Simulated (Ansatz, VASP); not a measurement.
# Two plane-wave programs on AlN

```
CELL_PARAMETERS angstrom
0.00000 2.18399 2.18399
2.18399 0.00000 2.18399
2.18399 2.18399 0.00000
ATOMIC_POSITIONS crystal
Al 0.00000 0.00000 0.00000
N 0.25000 0.25000 0.25000
```

Alike in both runs: task single point; functional HF; k mesh 5 × 5 × 5; occupations fermi-dirac, width 0.05 eV; no spin polarisation.

|  | VASP | Ansatz |
| --- | --- | --- |
| version | VASP 6.6.1 | Ansatz 0.2.0 |
| potentials or method | VASP PAW PBE potentials, release 64 (Al, N) | Ansatz PAW |
| plane-wave cutoff (eV) | 520 | 420 |
| valence electrons in the cell | 8 | 8 |

|  | VASP | Ansatz | Ansatz less VASP |
| --- | --- | --- | --- |
| gap on the k mesh at the Fermi level (eV) | 12.40 | 12.77 | +0.368 |
| least direct gap on the mesh (eV) | 12.40 | 13.56 | +1.156 |
| pressure (GPa) | -1.6 | -1.2 | +0.47 |

VASP's potentials were made for PBE, not for HF. One of these differences is far larger than is usual between the two programs; its cause wasn't traced. With one functional, cell and mesh, what is left measures potentials, basis and numerics.

The k mesh is coarse, so the values compare programs but aren't converged. Noted on Ansatz's run: odd divisions of the mesh miss points on the zone boundary, where band edges often lie, so the gap on the mesh can be too wide.
